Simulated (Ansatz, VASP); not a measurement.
One calculation of Sb, two programs

Contents of INCAR:

```
SYSTEM = Sb
PREC     = Accurate       ! precision mode
ENCUT    = 520            ! plane-wave cutoff, eV
EDIFF    = 1E-7           ! SCF threshold, eV
ISMEAR   = -1             ! smearing method
SIGMA    = 0.1            ! smearing width, eV
LREAL    = .False.        ! projectors in reciprocal space
LASPH    = .True.         ! aspherical terms in the spheres
NELM     = 80             ! most SCF steps
ALGO     = Normal         ! electronic algorithm
ISIF     = 2              ! what is computed and relaxed
LWAVE    = .False.        ! write WAVECAR
LCHARG   = .False.        ! write CHGCAR
GGA      = PS             ! functional
NBANDS   = 8              ! bands
```

The input KPOINTS:

```
regular mesh
0
Gamma
  13 13 13
  0 0 0
```

The input POSCAR:

```
Sb
1.0
    0.0000000000      2.3244085003      2.3244085003
    2.3244085003      0.0000000000      2.3244085003
    2.3244085003      2.3244085003      0.0000000000
Sb
1
Direct
    0.0000000000      0.0000000000      0.0000000000
```

Input for Ansatz:

```yaml
crystal:
  lattice:
    - [0.0, 2.3244085003, 2.3244085003]
    - [2.3244085003, 0.0, 2.3244085003]
    - [2.3244085003, 2.3244085003, 0.0]
  atoms:
    - { symbol: Sb, position: [0.0, 0.0, 0.0] }
hamiltonian:
  xc: pbesol
  pseudopotentials:
    kind: paw
    azcp:
      Sb: "pseudopotentials/Sb.paw.azcp"
basis:
  ecutwfc: 420
  fft_grid_basis: typed
kpoints:
  mp_grid: { grid: [13, 13, 13], shift: [0, 0, 0] }
magnetization:
  spin_polarized: false
scf:
  occupations: { method: fermi_dirac, width: 0.1 }
  lower_state_search: "off"
output:
  stress: true
```

Alike in both runs: task single point; functional PBEsol; k mesh 13 × 13 × 13; occupations fermi-dirac, width 0.1 eV; no spin polarisation.

```csv
,VASP,Ansatz
version,VASP 6.6.1,Ansatz 0.2.0
potentials or method,"VASP PAW PBE potentials, release 64 (Sb), cutoff 520 eV","plane waves (420 eV) with PAW, scalar-relativistic"
valence electrons in the cell,5,15
```

```tsv
	VASP	Ansatz	Ansatz less VASP
pressure (GPa)	3.0	3.0	-0.01
```

VASP's potentials were made for PBE, not for PBEsol, and Ansatz warns of the same on its side. The functional is the same, so the differences come from potentials, cutoffs and numerics. VASP's potentials hold 5 valence electrons a cell and Ansatz's 15, so a difference there can come from the potentials and not from the codes.

Neither program's run includes spin-orbit coupling.
